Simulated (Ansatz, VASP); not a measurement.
W in VASP and in Ansatz

```
W
1.0
     0.00000    2.85605    2.85605
     2.85605    0.00000    2.85605
     2.85605    2.85605    0.00000
W
2
Direct
  0.12500 0.12500 0.12500
  0.87500 0.87500 0.87500
```

Alike in both runs: task single point; functional LDA; k mesh 11 × 11 × 11; occupations fermi-dirac, width 0.1 eV; no spin polarisation.

|  | VASP | Ansatz |
| --- | --- | --- |
| version | VASP 6.6.1 | Ansatz 0.2.0 |
| potentials or method | VASP PAW LDA potentials, release 64 (W_sv), cutoff 520 eV | plane waves (420 eV) with PAW, scalar-relativistic |
| valence electrons in the cell | 28 | 28 |

Ansatz gave:

- pressure (GPa): 0.0

Problem. What did VASP give for the same quantities?

Solution. Pressure (GPa): 1.2.

Ansatz warns that its potentials were made for another functional, while VASP's fit it. LDA's correlation is that of Perdew and Zunger in VASP and of Perdew and Wang (1992) in Ansatz.

Neither program's run includes spin-orbit coupling.
